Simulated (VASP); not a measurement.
# OF2 (Ibam) in VASP: relaxation of cell and atoms with PBEsol

Aim: the relaxation of cell and atoms of OF2 with PBEsol.

All numbers are computed with VASP 6.6.1; they aren't measurements. Logs are shortened: lines on timing, memory, paths and dates and some standing lists are left out, and cuts for length are marked.

## (1) The cell of the first run

Symmetry: Ibam, No. 72, orthorhombic system. The conventional cell has a = 4.627 Å, b = 7.904 Å, c = 4.465 Å, α = 90.00°, β = 90.00°, γ = 90.00°. O (site symmetry 222) has 4 F at 1.72 Å and 2 O at 2.23 Å within 2.3 Å. F (site symmetry m) has 2 O at 1.72 Å within 2.3 Å.

## (2) Relaxation of cell and atoms, PBEsol

File INCAR:

```
SYSTEM = OF2
ALGO     = Normal         ! electronic algorithm
EDIFF    = 1E-6           ! SCF threshold, eV
EDIFFG   = -0.01          ! ionic threshold
ENCUT    = 600            ! plane-wave cutoff, eV
GGA      = PS             ! functional
IBRION   = 2              ! ionic algorithm
ISIF     = 3              ! what is computed and relaxed
ISMEAR   = -1             ! smearing method
LASPH    = .True.         ! aspherical terms in the spheres
LCHARG   = .False.        ! write CHGCAR
LREAL    = .False.        ! projectors in reciprocal space
LWAVE    = .False.        ! write WAVECAR
NELM     = 80             ! most SCF steps
NSW      = 100            ! ionic steps
PREC     = Accurate       ! precision mode
SIGMA    = 0.03           ! smearing width, eV
```

File KPOINTS:

```
k-points
0
Gamma
  6 6 6
  0 0 0
```

File POSCAR:

```
OF2
1.0
   -2.3134706600      3.9517952000      2.2327217700
    2.3134706600     -3.9517952000      2.2327217700
    2.3134706600      3.9517952000     -2.2327217700
O F
2 4
Direct
    0.7500000000      0.7500000000      0.0000000000
    0.2500000000      0.2500000000      0.0000000000
    0.8847451400      0.7985647100      0.6833098500
    0.1152548700      0.2014352900      0.3166901500
    0.6152548700      0.2985647100      0.9138195800
    0.3847451300      0.7014352900      0.0861804200
```

Potentials or basis: VASP PAW PBE potentials, release 64 (O, F).

Run with:

```sh
> cat potpaw_PBE.64/O/POTCAR potpaw_PBE.64/F/POTCAR > POTCAR
> mpirun -np 1 vasp_std > vasp.out
```

OUTCAR:

```text
SYSTEM = OF2
   EDIFF = 1E-6
   EDIFFG = -0.01
   ENCUT = 600
   GGA = PS
   IBRION = 2
   ISIF = 3
   ISMEAR = -1
   LASPH = .True.
   LREAL = .False.
   NELM = 80
   NSW = 100
   PREC = Accurate

 ion  position               nearest neighbor table
   1  0.750  0.750  0.000-   3 1.72   4 1.72   5 1.72   6 1.72
   2  0.250  0.250  0.000-   4 1.72   3 1.72   6 1.72   5 1.72
   3  0.885  0.799  0.683-   1 1.72   2 1.72
   4  0.115  0.201  0.317-   2 1.72   1 1.72
   5  0.615  0.299  0.914-   1 1.72   2 1.72
   6  0.385  0.701  0.086-   2 1.72   1 1.72

  LATTYP: Found a body centered orthorhombic cell.
 ALAT       =     4.4654435400
 B/A-ratio  =     1.0361661229
 C/A-ratio  =     1.7699452091

  Lattice vectors:

 A1 = (   2.3134706600,   3.9517952000,  -2.2327217700)
 A2 = (  -2.3134706600,   3.9517952000,   2.2327217700)
 A3 = (   2.3134706600,  -3.9517952000,   2.2327217700)

Analysis of symmetry for initial positions (statically):
=====================================================================
 Subroutine PRICEL returns:
 Original cell was already a primitive cell.

 Routine SETGRP: Setting up the symmetry group for a
 body centered orthorhombic supercell.

 Subroutine GETGRP returns: Found  8 space group operations
 (whereof  4 operations were pure point group operations)
 out of a pool of  8 trial point group operations.

The static configuration has the point symmetry C_2h.
 The point group associated with its full space group is D_2h.

Analysis of symmetry for dynamics (positions and initial velocities):
=====================================================================
 Subroutine PRICEL returns:
 Original cell was already a primitive cell.

 Routine SETGRP: Setting up the symmetry group for a
 body centered orthorhombic supercell.

 Subroutine GETGRP returns: Found  8 space group operations
 (whereof  4 operations were pure point group operations)
 out of a pool of  8 trial point group operations.

The dynamic configuration has the point symmetry C_2h.
 The point group associated with its full space group is D_2h.

 Subroutine INISYM returns: Found  8 space group operations
 (whereof  4 operations are pure point group operations),
 and found     1 'primitive' translations

----------------------------------------------------------------------------------------

                                     Primitive cell

  volume of cell :      81.6494

  direct lattice vectors                    reciprocal lattice vectors
    -2.313470660  3.951795200  2.232721770     0.000000000  0.126524775  0.223941920
     2.313470660 -3.951795200  2.232721770     0.216125499  0.000000000  0.223941920
     2.313470660  3.951795200 -2.232721770     0.216125499  0.126524775  0.000000000

  length of vectors
     5.094494901  5.094494901  5.094494901     0.257212951  0.311223737  0.250437118

  position of ions in fractional coordinates (direct lattice)
     0.750000000  0.750000000  0.000000000
     0.250000000  0.250000000  0.000000000
     0.884745140  0.798564710  0.683309850
     0.115254870  0.201435290  0.316690150
     0.615254870  0.298564710  0.913819580
     0.384745130  0.701435290  0.086180420

  ion indices of the primitive-cell ions
   primitive index   ion index
                 1           1
                 2           2
                 3           3
                 4           4
                 5           5
                 6           6

----------------------------------------------------------------------------------------

 KPOINTS: k-points

Automatic generation of k-mesh.
 Grid dimensions read from file:
 generate k-points for:    6    6    6

 Generating k-lattice:

  Cartesian coordinates                     Fractional coordinates (reciprocal lattice)
     0.000000000  0.021087463  0.037323653     0.166666667 -0.000000000  0.000000000
     0.036020916  0.000000000  0.037323653    -0.000000000  0.166666667  0.000000000
     0.036020916  0.021087463  0.000000000     0.000000000  0.000000000  0.166666667

  Length of vectors
     0.042868825  0.051870623  0.041739520

  Shift w.r.t. Gamma in fractional coordinates (k-lattice)
     0.000000000  0.000000000  0.000000000

 Subroutine IBZKPT returns following result:
 ===========================================

 Found     46 irreducible k-points:

 Following reciprocal coordinates:
            Coordinates               Weight
  0.000000  0.000000  0.000000      1.000000
  0.166667  0.000000  0.000000      4.000000
  0.333333  0.000000 -0.000000      4.000000
  0.500000  0.000000  0.000000      2.000000
  0.000000  0.166667  0.000000      4.000000
  0.166667  0.166667 -0.000000      8.000000
[... 16 lines left out ...]
 -0.166667  0.166667  0.166667      2.000000
  0.166667  0.333333  0.166667      4.000000
 [... further k-points ...]
   k-points           NKPTS =     46   k-points in BZ     NKDIM =     46   number of bands    NBANDS=     24
   number of dos      NEDOS =    301   number of ions     NIONS =      6
   total plane-waves  NPLWV =  74088
   dimension x,y,z NGX =    42 NGY =   42 NGZ =   42
   dimension x,y,z NGXF=    84 NGYF=   84 NGZF=   84
   ions per type =               2   4
   NGX,Y,Z   is equivalent  to a cutoff of  13.71, 13.71, 13.71 a.u.
   NGXF,Y,Z  is equivalent  to a cutoff of  27.41, 27.41, 27.41 a.u.
 SYSTEM =  OF2
   PREC   = accura    normal or accurate (medium, high low for compatibility)
   ISTART =      0    job   : 0-new  1-cont  2-samecut
   ICHARG =      2    charge: 1-file 2-atom 10-const
   ISPIN  =      1    spin polarized calculation?
   LNONCOLLINEAR =      F non collinear calculations
   LSORBIT =      F    spin-orbit coupling
   LASPH  =      T    aspherical Exc in radial PAW
   ENCUT  =  600.0 eV  44.10 Ry    6.64 a.u.  10.17 10.17 10.17*2*pi/ulx,y,z
   NELM   =     80;   NELMIN=  2; NELMDL= -5     # of ELM steps
   EDIFF  = 0.1E-05   stopping-criterion for ELM
   LREAL  =      F    real-space projection
   EDIFFG = -.1E-01   stopping-criterion for IOM
   NSW    =    100    number of steps for IOM
   IBRION =      2    ionic relax: 0-MD 1-quasi-New 2-CG
   NFREE  =      1    steps in history (QN), initial steepest desc. (CG)
   ISIF   =      3    stress and relaxation
   ISYM   =      2    0-nonsym 1-usesym 2-fastsym
   POTIM  = 0.5000    time-step for ionic-motion
   TEBEG  =    0.0;   TEEND  =   0.0 temperature during run
   PSTRESS=    0.0 pullay stress
   NELECT =      40.0000    total number of electrons
   NUPDOWN=      -1.0000    fix difference up-down
   EMIN   =  10.00;   EMAX   =-10.00  energy-range for DOS
   EFERMI =   0.00;   METHOD = LEGACY
   ISMEAR =    -1;   SIGMA  =   0.03  broadening in eV -4-tet -1-fermi 0-gaus
   EFERMI_NEDOS =   21; number of points for ismear=-14 and -15
   IALGO  =     38    algorithm
   IMIX   =      4    mixing-type and parameters
     AMIX     =   0.40;   BMIX     =  1.00
     AMIX_MAG =   1.60;   BMIX_MAG =  1.00
  volume/ion in A,a.u.               =      13.61        91.83
  Fermi-wavevector in a.u.,A,eV,Ry     =   1.290557  2.438799 22.661008  1.665537
  Thomas-Fermi vector in A             =   2.422381
   LORBIT       =      0    0 simple, 1 ext, 2 COOP (PROOUT), +10 PAW based schemes
   GGA     = PS    functional components
   LHFCALC =     F    Hartree Fock is set to
   AEXX    =    0.0000 exact exchange contribution
   IVDW    =     0    specifies the selected vdW correction
   LEPSILON=     F    determine dielectric tensor
   LRPA    =     F    only Hartree local field effects (RPA)
 conjugate gradient relaxation of ions
 non-spin polarized calculation
  energy-cutoff  :      600.00
  volume of cell :       81.65
 maximum number of plane-waves:      2754
 NGX is ok and might be reduce to    42
   NGX = 21   NGY = 21   NGZ = 21

--------------------------------------- Ionic step        1  -------------------------------------------

 number of electron      39.9999994 magnetization

 Free energy of the ion-electron system (eV)
  ---------------------------------------------------
  ext. energy  EPLUGINS =         0.00000000
  ---------------------------------------------------
  free energy    TOTEN  =       -10.98715431 eV

  energy without entropy =      -10.96668167  energy(sigma->0) =      -10.97691799

------------------------ aborting loop because EDIFF is reached ----------------------------------------

  FORCE on cell =-STRESS in cart. coord.  units (eV):
  Direction    XX          YY          ZZ          XY          YZ          ZX
  --------------------------------------------------------------------------------------
  -------------------------------------------------------------------------------------
  Total        1.6134737      1.0862480     23.6474096      0.0000000      0.0000000      0.0000000
  in kB       31.6606219     21.3150586    464.0247367      0.0000000      0.0000000      0.0000000
  external PRESSURE =     172.3334724 kB  Pullay stress =       0.0000000 kB
[... 101 lines left out ...]
  FREE ENERGIE OF THE ION-ELECTRON SYSTEM (eV)
  ---------------------------------------------------
  free  energy   TOTEN  =       -12.7014588366 eV

  energy  without entropy=      -12.6936386780  energy(sigma->0) =      -12.69754876

[... ionic steps 4 to 69 ...]

--------------------------------------- Ionic step       70  -------------------------------------------

 number of electron      40.0000012 magnetization

------------------------ aborting loop because EDIFF is reached ----------------------------------------
[... 75 lines left out ...]
--------------------------------------- Ionic step       72  -------------------------------------------

 number of electron      40.0000011 magnetization

 Free energy of the ion-electron system (eV)
  ---------------------------------------------------
  ext. energy  EPLUGINS =         0.00000000
  ---------------------------------------------------
  free energy    TOTEN  =       -15.24506411 eV

  energy without entropy =      -15.24505222  energy(sigma->0) =      -15.24505816

 E-fermi :  -2.8694     XC(G=0):  -8.2123

 val. band max:       -3.1385095616   @ k =  -0.3333   0.3333   0.3333
 cond. band min:      -2.6316803855   @ k =  -0.3333   0.3333   0.1667
 fundamental gap:      0.5068291761
 Fermi energy:        -2.8694382639

 k-point     1 :       0.0000    0.0000    0.0000
  band No.  band energies     occupation
      1     -27.3094      2.00000
      2     -25.4540      2.00000
      3     -25.4340      2.00000
      4     -24.7095      2.00000
      5     -21.1768      2.00000
      6     -19.1317      2.00000
[... 637 lines left out ...]
     23      -1.2288      0.00000
     24      -1.2288      0.00000

 [... further k-points ...]

------------------------ aborting loop because EDIFF is reached ----------------------------------------

  FORCE on cell =-STRESS in cart. coord.  units (eV):
  Direction    XX          YY          ZZ          XY          YZ          ZX
  --------------------------------------------------------------------------------------
  -------------------------------------------------------------------------------------
  Total        0.0126533     -0.0226229     -0.0074143      0.0000000      0.0000000      0.0000000
  in kB        0.2432732     -0.4349509     -0.1425472      0.0000000      0.0000000      0.0000000
  external PRESSURE =      -0.1114083 kB  Pullay stress =       0.0000000 kB
[... 21 lines left out ...]
  FREE ENERGIE OF THE ION-ELECTRON SYSTEM (eV)
  ---------------------------------------------------
  free  energy   TOTEN  =       -15.2450641091 eV

  energy  without entropy=      -15.2450522192  energy(sigma->0) =      -15.24505816

 reached required accuracy - stopping structural energy minimisation
```

It took 70 min on 1 thread of Intel Xeon Platinum 8488C (Sapphire Rapids), shared host; peak memory 0.32 GiB.

What came out:

```
Free energy                           : -15.2451 eV
Relaxed volume                        : 13.89 Å³/atom
Relaxed cell                          : a = 4.836 Å, b = 4.836 Å, c = 4.836 Å, α = 115.03°, β = 95.73°, γ = 118.49°
Space group after relaxing (to 0.1 Å) : Cmmm (No. 65)
Energy gained by relaxing             : 709.7 meV/atom
Ionic steps                           : 72
Pressure after relaxing               : 0.0 GPa
Largest force after relaxing          : 0.010 eV/Å
Band gap on the k mesh                : 0.51 eV (least direct gap 0.52 eV)
```

Forces on the atoms (eV/Å):
```
O    0.000  0.000  0.000
O    0.000  0.000  0.000
F   -0.009  0.002  0.000
F    0.009 -0.002  0.000
F   -0.009 -0.002  0.000
F    0.009  0.002  0.000
```

Step by step:
```tsv
step	energy change (eV)	largest force (eV/Å)	pressure (GPa)	volume (Å³)
1	0.0000	0.6017	17.23	81.65
3	-1.7143	1.9227	-4.53	96.26
5	-2.7510	0.6143	-4.90	93.40
7	-2.8486	0.0375	-0.15	89.90
9	-2.8490	0.0251	0.01	89.75
11	-2.8492	0.0130	-0.13	89.69
13	-2.8492	0.0232	-0.24	89.63
15	-2.8496	0.0232	-0.27	89.35
17	-2.8508	0.0245	-0.35	88.21
19	-2.8515	0.0265	-0.46	86.58
21	-2.8526	0.0228	-0.20	85.62
23	-2.8532	0.0454	0.19	84.04
25	-2.8542	0.0314	0.15	83.87
27	-2.8550	0.0822	0.08	83.58
29	-2.8595	0.1386	-0.03	83.16
31	-2.9003	0.5896	-1.91	81.27
33	-2.9733	1.1221	-5.12	79.50
35	-2.9873	1.2899	-6.42	78.78
37	-3.1310	0.9743	-3.50	77.02
39	-3.2422	0.6808	1.81	74.43
41	-3.4691	0.6506	1.08	74.53
43	-3.7694	0.1411	-5.58	74.48
45	-3.8523	0.2135	-3.31	74.16
47	-4.0800	0.2507	-1.28	70.49
49	-4.1166	0.1705	-0.23	70.75
51	-4.1848	0.2765	1.96	70.81
53	-4.2119	0.0994	0.56	71.89
55	-4.2265	0.0508	0.99	73.32
57	-4.2385	0.1237	1.28	76.02
59	-4.2451	0.1396	-0.22	78.32
61	-4.2502	0.0902	-0.11	79.83
63	-4.2513	0.0936	-0.03	80.98
65	-4.2562	0.0485	-0.12	82.33
67	-4.2574	0.0364	-0.19	83.37
69	-4.2576	0.0198	0.04	83.35
71	-4.2578	0.0114	-0.08	83.43
72	-4.2579	0.0096	-0.01	83.33
```

Final structure:
```xyz
6
Lattice="-2.5970 3.2442 2.4727 2.5970 -3.2442 2.4727 2.5970 3.2442 -2.4727" Properties=species:S:1:pos:R:3 pbc="T T T"
O     0.0000    0.0000    3.7090
O     0.0000    0.0000    1.2363
F     1.3781    3.2434    2.4727
F     1.2189    0.0008    0.0000
F     1.3781    3.2451    0.0000
F     1.2189   -0.0008    2.4727
```

Caveat: the PAW data sets were made with another functional, which shifts forces and pressure a little. A k mesh can miss the band edges.
